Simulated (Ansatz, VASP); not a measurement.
**Two plane-wave programs on ZnS**

INCAR

```
ALGO = Normal ; EDIFF = 1E-6
ENCUT = 520 ; GGA = CA
ISIF = 2 ; ISMEAR = 0
LASPH = T ; LCHARG = F
LREAL = F ; LWAVE = F
NBANDS = 26 ; NELM = 100
PREC = Accurate ; SIGMA = 0.01
```

KPOINTS

```
k-points
0
Gamma
  9 9 6
```

Contents of POSCAR:

```
ZnS
1.0
    3.7822379936      0.0000000000      0.0000000000
   -1.8911189968      3.2755141856      0.0000000000
    0.0000000000      0.0000000000      6.2081825480
Zn S
2 2
Direct
    0.3333333333      0.6666666667     -0.0373249410
    0.6666666667      0.3333333333      0.4626750590
    0.3333333333      0.6666666667      0.4123249410
    0.6666666667      0.3333333333      0.9123249410
```

Input for Ansatz:

```yaml
crystal:
  lattice:
    - [3.7822379936, 0.0, 0.0]
    - [-1.8911189968, 3.2755141856, 0.0]
    - [0.0, 0.0, 6.208182548]
  atoms:
    - { symbol: Zn, position: [0.3333333333, 0.6666666667, -0.037324941] }
    - { symbol: Zn, position: [0.6666666667, 0.3333333333, 0.462675059] }
    - { symbol: S, position: [0.3333333333, 0.6666666667, 0.412324941] }
    - { symbol: S, position: [0.6666666667, 0.3333333333, 0.912324941] }
basis:
  ecutwfc: 420
  xc_grid: 2
kpoints:
  mp_grid: { grid: [9, 9, 6] }
hamiltonian:
  xc: lda
  pseudopotentials: { kind: paw, azcp: { folder: soft_1 } }
scf:
  occupations: { method: fixed }
output:
  forces: true
  stress: true
  eigenvalues: true
  polarization: {}
```

Change from the starting cell: polar distortion scaled by 0.40.

Alike in both runs: task single point; functional LDA; k mesh 9 × 9 × 6; no spin polarisation.

```csv
,VASP,Ansatz
version,VASP 6.6.1,Ansatz 0.2.0
potentials or method,"VASP PAW LDA potentials, release 64 (Zn, S), cutoff 520 eV","scalar-relativistic, plane waves, PAW"
occupations,"gaussian, width 0.01 eV",fixed
valence electrons in the cell,36,36
```

|  | VASP | Ansatz | Ansatz less VASP |
| --- | --- | --- | --- |
| gap on the k mesh at the Fermi level (eV) | 2.37 | 2.34 | -0.034 |
| least direct gap on the mesh (eV) | 2.37 | 2.34 | -0.034 |
| pressure (GPa) | 1.7 | 1.4 | -0.26 |
| traceless stress, the component that is largest in VASP (GPa) | -4.94 | -4.75 | +0.195 |
| rms of the force components (eV/Å) | 0.419 | 0.414 | -0.0055 |

Ansatz warns that its potentials were made for another functional, while VASP's fit it. LDA's correlation is that of Perdew and Zunger in VASP and of Perdew and Wang (1992) in Ansatz. Atom by atom the forces differ by 0.006 eV/Å (rms over components).
